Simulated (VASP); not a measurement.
# Ga3SiCN3 (an interface model) in VASP: notebook, part 2 of 3

VASP 6.6.1. The steps go on from the part before.

### Step 3. Single point, PBEsol

Input file INCAR:

```
SYSTEM = Ga3SiCN3
  PREC = Accurate
  ENCUT = 520
  EDIFF = 1E-6
  ISMEAR = -1
  SIGMA = 0.05
  LREAL = .False.
  LASPH = .True.
  NELM = 120
  ALGO = Normal
  ISIF = 2
  LWAVE = .False.
  LCHARG = .True.
  GGA = PS
  LELF = .True.
  LVHAR = .True.
  NBANDS = 76
  GGA_COMPAT = .False.
```

Input file KPOINTS:

```
regular mesh
0
Gamma
  4 6 2
  0 0 0
```

Input file POSCAR:

```
Ga3SiCN3
1.0
    0.0000000000      0.0000000000      5.2227060000
    3.1827460000      0.0000000000      0.0000000000
    0.0000000000     10.8489959991      0.0000000000
Si Ga C N
2 6 2 6
Direct
    0.9845680000      0.0000000000      0.1569410000
    0.4845720000      0.5000000000      0.0744440000
    0.0090950000      0.5000000000      0.4032210000
    0.0091990000      0.0000000000      0.6569570000
    0.9982220000      0.5000000000      0.9143880000
    0.4982020000      0.0000000000      0.3169940000
    0.5091950000      0.5000000000      0.5744280000
    0.5091100000      0.0000000000      0.8281650000
    0.3501370000      0.0000000000      0.1456250000
    0.8501350000      0.5000000000      0.0857680000
    0.3842420000      0.5000000000      0.4067250000
    0.3845980000      0.0000000000      0.6598770000
    0.3839410000      0.5000000000      0.9152720000
    0.8839390000      0.0000000000      0.3161180000
    0.8845980000      0.5000000000      0.5715170000
    0.8842470000      0.0000000000      0.8246670000
```

Potentials or basis: VASP PAW PBE potentials, release 64 (Si, Ga_d, C, N).

On the command line:

```console
cat potpaw_PBE.64/Si/POTCAR potpaw_PBE.64/Ga_d/POTCAR potpaw_PBE.64/C/POTCAR potpaw_PBE.64/N/POTCAR > POTCAR
mpirun -np 1 vasp_std > vasp.out
```

OUTCAR:

```text
SYSTEM = Ga3SiCN3
   PREC = Accurate
   ENCUT = 520
   EDIFF = 1E-6
   ISMEAR = -1
   LREAL = .False.
   LASPH = .True.
   NELM = 120
   ISIF = 2
   GGA = PS

 ion  position               nearest neighbor table
   1  0.985  0.000  0.157-  14 1.81  10 1.90  10 1.90   9 1.91
   2  0.485  0.500  0.074-  13 1.81   9 1.90   9 1.90  10 1.91
   3  0.009  0.500  0.403-  15 1.94  11 1.96  14 1.96  14 1.96
   4  0.009  0.000  0.657-  16 1.93  15 1.95  15 1.95  12 1.96
   5  0.998  0.500  0.914-  16 1.96  16 1.96  10 2.01  13 2.01
   6  0.498  0.000  0.317-  11 1.96  11 1.96   9 2.01  14 2.01
[... 8 lines left out ...]
  15  0.885  0.500  0.572-   3 1.94   4 1.95   4 1.95   7 1.96
  16  0.884  0.000  0.825-   4 1.93   5 1.96   5 1.96   8 1.96

  LATTYP: Found a simple orthorhombic cell.
 ALAT       =     3.1827460000
 B/A-ratio  =     1.6409433866
 C/A-ratio  =     3.4086904827

  Lattice vectors:

 A1 = (  -3.1827460000,   0.0000000000,   0.0000000000)
 A2 = (   0.0000000000,   0.0000000000,   5.2227060000)
 A3 = (   0.0000000000,  10.8489959991,   0.0000000000)

Analysis of symmetry for initial positions (statically):
[... 208 lines left out ...]
  band No.  band energies     occupation
      1     -10.3146      2.00000
      2      -9.9065      2.00000
      3      -9.7037      2.00000
      4      -9.3842      2.00000
      5      -9.3158      2.00000
      6      -9.2812      2.00000
[... 1837 lines left out ...]
     73      13.2416      0.00000
     74      13.2435      0.00000
 [bands above 74 left out]

------------------------ aborting loop because EDIFF is reached ----------------------------------------

  FORCE on cell =-STRESS in cart. coord.  units (eV):
  Direction    XX          YY          ZZ          XY          YZ          ZX
  --------------------------------------------------------------------------------------
  -------------------------------------------------------------------------------------
  Total       -5.2309964     -0.0810627     -7.0420835      0.0000000      0.0018821      0.0000000
  in kB      -46.4737686     -0.7201857    -62.5640197      0.0000000      0.0167210      0.0000000
  external PRESSURE =     -36.5859914 kB  Pullay stress =       0.0000000 kB

 VOLUME and BASIS-vectors are now :
 -----------------------------------------------------------------------------
  energy-cutoff  :      520.00
  volume of cell :      180.34
      direct lattice vectors                 reciprocal lattice vectors
     0.000000000  0.000000000  5.222706000     0.000000000  0.000000000  0.191471624
     3.182746000  0.000000000  0.000000000     0.314194095  0.000000000  0.000000000
     0.000000000 10.848995999  0.000000000     0.000000000  0.092174428  0.000000000

 POSITION                                       TOTAL-FORCE (eV/Angst)
 -----------------------------------------------------------------------------------
      0.00000      1.70265      5.14211         0.000000     -0.010637      0.002101
      1.59137      0.80764      2.53078         0.000000      0.011957      0.001771
      1.59137      4.37454      0.04750         0.000000     -0.000084     -0.001458
      0.00000      7.12732      0.04804         0.000000      0.006138     -0.001839
      1.59137      9.92019      5.21342         0.000000      0.001554     -0.011992
      0.00000      3.43907      2.60196         0.000000      0.000066     -0.010752
[... 8 lines left out ...]
      1.59137      6.20039      4.62000         0.000000     -0.000611     -0.002338
      0.00000      8.94681      4.61816         0.000000     -0.009143      0.008543
 -----------------------------------------------------------------------------------
    total drift:                               -0.000000     -0.000025     -0.003715

  FREE ENERGIE OF THE ION-ELECTRON SYSTEM (eV)
  ---------------------------------------------------
  free  energy   TOTEN  =      -110.7458357921 eV

  energy  without entropy=     -110.7458357921  energy(sigma->0) =     -110.74583579
```

Run time: 11 min. Hardware: 1 thread of Oxide Virtual Turin-like, shared host; peak memory 0.39 GiB.

Results:

* Free energy: -110.7458 eV
* Pressure: -3.7 GPa
* Largest force: 0.034 eV/Å
* Band gap on the k mesh: 2.18 eV

Forces in eV/Å, atoms in the order of the input:
```
Si   0.000 -0.011  0.002
Si   0.000  0.012  0.002
Ga   0.000  0.000 -0.001
Ga   0.000  0.006 -0.002
Ga   0.000  0.002 -0.012
Ga   0.000  0.000 -0.011
Ga   0.000 -0.005 -0.002
Ga   0.000  0.001 -0.002
C    0.000  0.016  0.006
C    0.000 -0.018  0.006
N    0.000  0.008  0.008
N    0.000  0.000 -0.002
N    0.000 -0.034  0.001
N    0.000  0.033  0.000
N    0.000 -0.001 -0.002
N    0.000 -0.009  0.009
```

Stress tensor (GPa, compression positive):
```
-4.65  0.00  0.00
 0.00 -0.07  0.00
 0.00  0.00 -6.26
```

Levels at points of the mesh, in eV from the valence-band top:
| k point | band 58 | band 59 | band 60 | band 61 | band 62 | band 63 | band 64 | band 65 | band 66 | band 67 |
| --- | --- | --- | --- | --- | --- | --- | --- | --- | --- | --- |
| (0.00, 0.00, 0.00) | -0.71 | -0.69 | -0.22 | -0.04 | 0.00 | 2.18 | 3.72 | 4.24 | 4.29 | 4.54 |
| (0.50, 0.00, 0.00) | -1.43 | -0.67 | -0.67 | -0.56 | -0.56 | 3.58 | 3.58 | 4.18 | 4.18 | 4.53 |
| (0.00, 0.50, 0.00) | -2.32 | -2.13 | -2.13 | -0.96 | -0.96 | 4.32 | 4.32 | 4.73 | 4.73 | 5.22 |
| (0.50, 0.50, 0.00) | -2.09 | -1.68 | -1.68 | -1.22 | -1.22 | 3.47 | 3.47 | 4.13 | 4.13 | 4.95 |
| (0.00, 0.00, 0.50) | -0.89 | -0.58 | -0.51 | -0.06 | -0.04 | 2.79 | 3.51 | 3.77 | 4.72 | 4.91 |
| (0.50, 0.00, 0.50) | -1.09 | -1.06 | -1.06 | -0.83 | -0.83 | 3.69 | 3.69 | 4.15 | 4.15 | 4.63 |
| (0.00, 0.50, 0.50) | -2.31 | -1.89 | -1.89 | -1.36 | -1.36 | 4.66 | 4.66 | 5.17 | 5.17 | 5.45 |
| (0.50, 0.50, 0.50) | -2.06 | -1.68 | -1.68 | -1.35 | -1.35 | 3.98 | 3.98 | 4.42 | 4.42 | 4.67 |

Caveat: the PAW data sets were made with another functional, which shifts forces and pressure a little.

(Part 2 of 3 ends here.)
